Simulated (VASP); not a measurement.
Here is a VASP 6.6.1 calculation.

The input INCAR:

```
AGGAC    = 1.0          
AGGAX    = 1.0          
ALDAC    = 0.0          
ALDAX    = 1.0          
ALGO     = Normal         # electronic algorithm
EDIFF    = 1E-7           # SCF threshold, eV
ENCUT    = 520            # plane-wave cutoff, eV
GGA      = B5             # functional
ISIF     = 2              # what is computed and relaxed
ISMEAR   = -1             # smearing method
LASPH    = T              # aspherical terms in the spheres
LCHARG   = F              # write CHGCAR
LREAL    = F              # projectors in reciprocal space
LWAVE    = F              # write WAVECAR
NBANDS   = 18             # bands
NELM     = 80             # most SCF steps
PREC     = Accurate       # precision mode
SIGMA    = 0.1            # smearing width, eV
```

The input KPOINTS:

```
k-points
0
Gamma
  10 10 10
```

Contents of POSCAR:

```
Au
1.0
    0.0000000000      3.0676093034      3.0676093034
    3.0676093034      0.0000000000      3.0676093034
    3.0676093034      3.0676093034      0.0000000000
Au
2
Direct
    0.1250000000      0.1250000000      0.1250000000
    0.8750000000      0.8750000000      0.8750000000
```

Potentials or basis: VASP PAW PBE potentials, release 64 (Au).

Run with:

```bash
$ cat potpaw_PBE.64/Au/POTCAR > POTCAR
$ mpirun -np 1 vasp_std > vasp.out
```

Question: Estimate the pressure.

Answer: 4.8 GPa.

Question: Estimate the band gap on the k mesh.

Answer: Zero (bands 11 and 12 overlap by 0.65 eV).

Caveat: the cell stands under pressure; the PAW data sets were made with another functional, which shifts forces and pressure a little; spin-orbit coupling is left out, which moves the levels of the heavy elements.
